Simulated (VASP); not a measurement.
# TaGe3 (P4/mmm) in VASP: notebook

TaGe3 is run at these levels: PBE; tasks: relaxation of cell and atoms, single point.

Program: VASP 6.6.1. These are calculated values, not measurements. Logs are shortened: lines on timing, memory, paths and dates and some standing lists are left out, and cuts for length are marked.

### 1 The cell of the first run

Symmetry: P4/mmm, No. 123, tetragonal system. The conventional cell has a = 3.363 Å, b = 3.363 Å, c = 6.494 Å, α = 90.00°, β = 90.00°, γ = 90.00°. Ta (site symmetry 4/mmm) has 10 Ge at 2.83 to 3.25 Å and 4 Ta at 3.36 Å within 3.7 Å. Within 3.7 Å of Ge (site symmetry 4mm) lie 4 Ta at 2.83 Å and 10 Ge at 2.93 to 3.42 Å. Within 3.9 Å of Ge (site symmetry 4/mmm) lie 12 Ge at 2.93 to 3.36 Å and 2 Ta at 3.25 Å.

The cell was generated, and may not be a known phase.

### 2 Relaxation of cell and atoms, PBE

INCAR reads:

```
  PREC = Accurate
  ENCUT = 600
  EDIFF = 1E-6
  ISMEAR = 0
  SIGMA = 0.1
  LREAL = False
  LASPH = True
  NELM = 80
  ALGO = Normal
  ISIF = 3
  LWAVE = False
  LCHARG = False
  GGA = PE
  IBRION = 2
  NSW = 90
  EDIFFG = -0.04
```

KPOINTS reads:

```
regular mesh
0
Gamma
  6 6 4
```

POSCAR reads:

```
TaGe3
1.0
    3.3626280300      0.0000000000      0.0000000000
    0.0000000000      3.3626280300      0.0000000000
    0.0000000000      0.0000000000      6.4937302300
Ta Ge
1 3
Direct
    0.0000000000      0.0000000000      0.0000000000
    0.5000000000      0.5000000000      0.2365449100
    0.5000000000      0.5000000000      0.7634550900
    0.0000000000      0.0000000000      0.5000000000
```

Potentials or basis: VASP PAW PBE potentials, release 64 (Ta_pv, Ge_d).

The run is started by

```sh
$ cat potpaw_PBE.64/Ta_pv/POTCAR potpaw_PBE.64/Ge_d/POTCAR > POTCAR
$ mpirun -np 1 vasp_std > vasp.out
```

OUTCAR:

```text
PREC = Accurate
   ENCUT = 600
   EDIFF = 1E-6
   ISMEAR = 0
   LREAL = False
   LASPH = True
   NELM = 80
   ISIF = 3
   GGA = PE
   IBRION = 2
   NSW = 90
   EDIFFG = -0.04

 ion  position               nearest neighbor table
   1  0.000  0.000  0.000-   2 2.83   3 2.83   2 2.83   3 2.83   2 2.83   3 2.83   2 2.83   3 2.83
                             4 3.25   4 3.25
   2  0.500  0.500  0.237-   1 2.83   1 2.83   1 2.83   1 2.83
   3  0.500  0.500  0.763-   1 2.83   1 2.83   1 2.83   1 2.83
   4  0.000  0.000  0.500-   1 3.25   1 3.25

  LATTYP: Found a simple tetragonal cell.
 ALAT       =     3.3626280300
 C/A-ratio  =     1.9311473562

  Lattice vectors:

 A1 = (   3.3626280300,   0.0000000000,   0.0000000000)
 A2 = (   0.0000000000,   3.3626280300,   0.0000000000)
 A3 = (   0.0000000000,   0.0000000000,   6.4937302300)

Analysis of symmetry for initial positions (statically):
=====================================================================
 Subroutine PRICEL returns:
 Original cell was already a primitive cell.

 Routine SETGRP: Setting up the symmetry group for a
 simple tetragonal supercell.

 Subroutine GETGRP returns: Found 16 space group operations
 (whereof 16 operations were pure point group operations)
 out of a pool of 16 trial point group operations.

The static configuration has the point symmetry D_4h.

Analysis of symmetry for dynamics (positions and initial velocities):
=====================================================================
 Subroutine PRICEL returns:
 Original cell was already a primitive cell.

 Routine SETGRP: Setting up the symmetry group for a
 simple tetragonal supercell.

 Subroutine GETGRP returns: Found 16 space group operations
 (whereof 16 operations were pure point group operations)
 out of a pool of 16 trial point group operations.

The dynamic configuration has the point symmetry D_4h.

 Subroutine INISYM returns: Found 16 space group operations
 (whereof 16 operations are pure point group operations),
 and found     1 'primitive' translations

----------------------------------------------------------------------------------------

                                     Primitive cell

  volume of cell :      73.4263

  direct lattice vectors                    reciprocal lattice vectors
[... 111 lines left out ...]
     AMIX_MAG =   1.60;   BMIX_MAG =  1.00
  volume/ion in A,a.u.               =      18.36       123.88
  Fermi-wavevector in a.u.,A,eV,Ry     =   1.468530  2.775119 29.342057  2.156580
  Thomas-Fermi vector in A             =   2.584017
   LORBIT       =      0    0 simple, 1 ext, 2 COOP (PROOUT), +10 PAW based schemes
   GGA     = PE    functional components
   LHFCALC =     F    Hartree Fock is set to
   AEXX    =    0.0000 exact exchange contribution
   IVDW    =     0    specifies the selected vdW correction
   LEPSILON=     F    determine dielectric tensor
   LRPA    =     F    only Hartree local field effects (RPA)
 conjugate gradient relaxation of ions
 non-spin polarized calculation
 Gauss-broadening in eV      SIGMA  =   0.10
  energy-cutoff  :      600.00
  volume of cell :       73.43
 maximum number of plane-waves:      2488
 NGX is ok and might be reduce to    28
   NGX = 13   NGY = 13   NGZ = 25

--------------------------------------- Ionic step        1  -------------------------------------------

 number of electron      52.9999998 magnetization

 Free energy of the ion-electron system (eV)
  ---------------------------------------------------
  ext. energy  EPLUGINS =         0.00000000
  ---------------------------------------------------
  free energy    TOTEN  =       -24.25820917 eV

  energy without entropy =      -24.23445623  energy(sigma->0) =      -24.24633270

------------------------ aborting loop because EDIFF is reached ----------------------------------------

  FORCE on cell =-STRESS in cart. coord.  units (eV):
  Direction    XX          YY          ZZ          XY          YZ          ZX
  --------------------------------------------------------------------------------------
  -------------------------------------------------------------------------------------
  Total       -0.4523311     -0.4523311     -3.8163969      0.0000000      0.0000000     -0.0000000
  in kB       -9.8699545     -9.8699545    -83.2745342      0.0000000      0.0000000     -0.0000000
  external PRESSURE =     -34.3381477 kB  Pullay stress =       0.0000000 kB
[... 95 lines left out ...]
  FREE ENERGIE OF THE ION-ELECTRON SYSTEM (eV)
  ---------------------------------------------------
  free  energy   TOTEN  =       -24.4565267823 eV

  energy  without entropy=      -24.4300053790  energy(sigma->0) =      -24.44326608

[... ionic steps 4 to 20 ...]

--------------------------------------- Ionic step       21  -------------------------------------------

 number of electron      52.9999983 magnetization

------------------------ aborting loop because EDIFF is reached ----------------------------------------
[... 71 lines left out ...]
--------------------------------------- Ionic step       23  -------------------------------------------

 number of electron      52.9999980 magnetization

 Free energy of the ion-electron system (eV)
  ---------------------------------------------------
  ext. energy  EPLUGINS =         0.00000000
  ---------------------------------------------------
  free energy    TOTEN  =       -25.08946803 eV

  energy without entropy =      -25.07978852  energy(sigma->0) =      -25.08462827

 E-fermi :   7.6348     XC(G=0): -12.0302

 val. band max:        7.6218695069   @ k =   0.0000   0.0000   0.2500
 cond. band min:       7.6957428095   @ k =   0.3333   0.0000   0.0000
 fundamental gap:      0.0738733026
 Fermi energy:         7.6348214740

 k-point     1 :       0.0000    0.0000    0.0000
  band No.  band energies     occupation
      1     -27.3372      2.00000
      2     -27.2902      2.00000
      3     -27.2902      2.00000
      4     -17.3172      2.00000
      5     -17.3154      2.00000
      6     -17.2106      2.00000
[... 805 lines left out ...]
     30       9.6044      0.00000
     31      10.1013      0.00000

 [... further k-points ...]

------------------------ aborting loop because EDIFF is reached ----------------------------------------

  FORCE on cell =-STRESS in cart. coord.  units (eV):
  Direction    XX          YY          ZZ          XY          YZ          ZX
  --------------------------------------------------------------------------------------
  -------------------------------------------------------------------------------------
  Total        0.1429672      0.1429672     -0.1374164      0.0000000      0.0000000     -0.0000000
  in kB        3.3231189      3.3231189     -3.1940968      0.0000000      0.0000000     -0.0000000
  external PRESSURE =       1.1507137 kB  Pullay stress =       0.0000000 kB
[... 19 lines left out ...]
  FREE ENERGIE OF THE ION-ELECTRON SYSTEM (eV)
  ---------------------------------------------------
  free  energy   TOTEN  =       -25.0894680268 eV

  energy  without entropy=      -25.0797885152  energy(sigma->0) =      -25.08462827

 reached required accuracy - stopping structural energy minimisation
```

Wall time 23 min (1 thread of Intel Xeon 6975P-C (Granite Rapids), shared host); peak memory 0.26 GiB.

What came out:

| Item | Value |
| --- | --- |
| Free energy | -25.0895 eV |
| Relaxed volume | 17.23 Å³/atom |
| Relaxed cell | a = 3.557 Å, b = 3.557 Å, c = 5.448 Å, α = 90.00°, β = 90.00°, γ = 90.00° |
| Space group after relaxing (to 0.1 Å) | P4/mmm (No. 123) |
| Energy gained by relaxing | 207.8 meV/atom |
| Ionic steps | 23 |
| Pressure after relaxing | 0.1 GPa |
| Largest force after relaxing | 0.033 eV/Å |
| Band gap on the k mesh | zero (an odd number of electrons rules out a gap without spin polarisation) |

Forces on the atoms (eV/Å):
```
Ta   0.000  0.000  0.000
Ge   0.000  0.000  0.033
Ge   0.000  0.000 -0.033
Ge   0.000  0.000  0.000
```

The path:
| step | energy change (eV) | largest force (eV/Å) | pressure (GPa) | volume (Å³) |
| --- | --- | --- | --- | --- |
| 1 | 0.0000 | 0.9041 | -3.43 | 73.43 |
| 2 | -0.1800 | 0.2609 | 2.93 | 69.28 |
| 3 | -0.1983 | 0.0089 | 5.34 | 67.96 |
| 4 | -0.3213 | 0.3110 | 5.46 | 67.77 |
| 5 | -0.4496 | 1.0816 | 6.48 | 67.40 |
| 6 | -0.2145 | 3.4515 | 11.54 | 66.40 |
| 7 | -0.4662 | 1.3771 | 6.86 | 67.25 |
| 8 | -0.5938 | 1.2968 | 2.47 | 69.33 |
| 9 | -0.6148 | 0.9852 | -5.58 | 74.46 |
| 10 | -0.6413 | 1.0838 | -3.42 | 72.64 |
| 11 | -0.6436 | 1.1518 | -1.47 | 71.47 |
| 12 | -0.6447 | 1.1276 | -2.25 | 71.86 |
| 13 | -0.7015 | 0.9493 | -2.11 | 71.43 |
| 14 | -0.8165 | 0.3137 | -1.39 | 70.13 |
| 15 | -0.5608 | 1.9906 | 4.17 | 67.50 |
| 16 | -0.8251 | 0.1800 | -0.86 | 69.79 |
| 17 | -0.8276 | 0.0389 | -0.60 | 69.47 |
| 18 | -0.8279 | 0.0209 | -0.60 | 69.56 |
| 19 | -0.8303 | 0.0664 | 0.06 | 69.12 |
| 20 | -0.8305 | 0.0772 | 0.08 | 69.01 |
| 21 | -0.8306 | 0.0960 | 0.55 | 68.77 |
| 22 | -0.8306 | 0.0861 | 0.41 | 68.89 |
| 23 | -0.8313 | 0.0331 | 0.12 | 68.93 |

Final structure:
```cif
data_structure
_symmetry_space_group_name_H-M 'P 1'
_symmetry_Int_Tables_number 1
_cell_length_a 3.5570
_cell_length_b 3.5570
_cell_length_c 5.4478
_cell_angle_alpha 90.000
_cell_angle_beta 90.000
_cell_angle_gamma 90.000
_cell_volume 68.93
loop_
_atom_site_label
_atom_site_type_symbol
_atom_site_fract_x
_atom_site_fract_y
_atom_site_fract_z
_atom_site_occupancy
Ta1 Ta 0.00000 0.00000 0.00000 1
Ge1 Ge 0.50000 0.50000 0.24652 1
Ge2 Ge 0.50000 0.50000 0.75348 1
Ge3 Ge 0.00000 0.00000 0.50000 1
```

Caveat: a cell axis changed by over 15 % at a fixed basis, so the end point is rough; spin-orbit coupling is left out, which moves the levels of the heavy elements; an odd number of electrons without spin polarisation forces a metal; a magnetic or distorted state may lie lower.

### 3 Single point, PBE

This run uses another cell than the first one, of 17.24 Å³/atom.

INCAR reads:

```
ALGO = Normal
EDIFF = 1E-7
ENCUT = 520
GGA = PE
ISIF = 2
ISMEAR = 0
LASPH = T
LCHARG = T
LELF = T
LREAL = F
LVHAR = T
LWAVE = F
NBANDS = 34
NELM = 60
PREC = Accurate
SIGMA = 0.1
```

KPOINTS reads:

```
k-points
0
Gamma
  14 14 8
```

POSCAR reads:

```
TaGe3
1.0
    3.5660794889      0.0000000000      0.0000000000
    0.0000000000      3.5660794889      0.0000000000
    0.0000000000      0.0000000000      5.4225330930
Ta Ge
1 3
Direct
    0.0000000000      0.0000000000      0.0000000000
    0.5000000000      0.5000000000      0.2462110623
    0.5000000000      0.5000000000      0.7537889377
    0.0000000000      0.0000000000      0.5000000000
```

Potentials or basis: VASP PAW PBE potentials, release 64 (Ta_pv, Ge_d).

The run is started by

```sh
$ cat potpaw_PBE.64/Ta_pv/POTCAR potpaw_PBE.64/Ge_d/POTCAR > POTCAR
$ mpirun -np 1 vasp_std > vasp.out
```

Run time: 6.9 min. Hardware: 1 thread of Intel Xeon 6975P-C (Granite Rapids), shared host; peak memory 0.44 GiB.

It converged, with:

| Property | Result |
| --- | --- |
| Free energy | -25.1286 eV |
| Pressure | 0.2 GPa |
| Band gap on the k mesh | zero (an odd number of electrons rules out a gap without spin polarisation) |

Levels at points of the mesh, in eV from the Fermi level:
| k point | band 23 | band 24 | band 25 | band 26 | band 27 | band 28 | band 29 | band 30 | band 31 | band 32 |
| --- | --- | --- | --- | --- | --- | --- | --- | --- | --- | --- |
| (0.00, 0.00, 0.00) | -2.07 | -1.73 | -1.73 | -0.82 | -0.82 | 1.16 | 1.74 | 2.13 | 4.61 | 4.61 |
| (0.50, 0.00, 0.00) | -4.05 | -3.79 | -2.15 | 0.53 | 1.61 | 1.74 | 2.12 | 2.44 | 2.74 | 3.68 |
| (0.50, 0.50, 0.00) | -5.12 | -4.27 | -3.54 | -3.54 | -0.72 | 1.01 | 1.01 | 2.40 | 2.79 | 3.17 |
| (0.00, 0.00, 0.50) | -2.44 | -2.44 | -1.99 | 0.51 | 0.80 | 0.80 | 1.17 | 1.99 | 2.81 | 2.81 |
| (0.50, 0.00, 0.50) | -2.33 | -1.89 | -1.39 | -0.43 | 0.83 | 1.45 | 1.66 | 1.94 | 2.44 | 3.79 |
| (0.50, 0.50, 0.50) | -5.89 | -3.64 | -3.16 | -3.16 | 0.83 | 0.83 | 0.87 | 2.21 | 2.79 | 2.81 |

Caveat: spin-orbit coupling is left out, which moves the levels of the heavy elements; an odd number of electrons without spin polarisation forces a metal; a magnetic or distorted state may lie lower.

The gap in the log of VASP goes by the Fermi energy; the results here count the filled bands.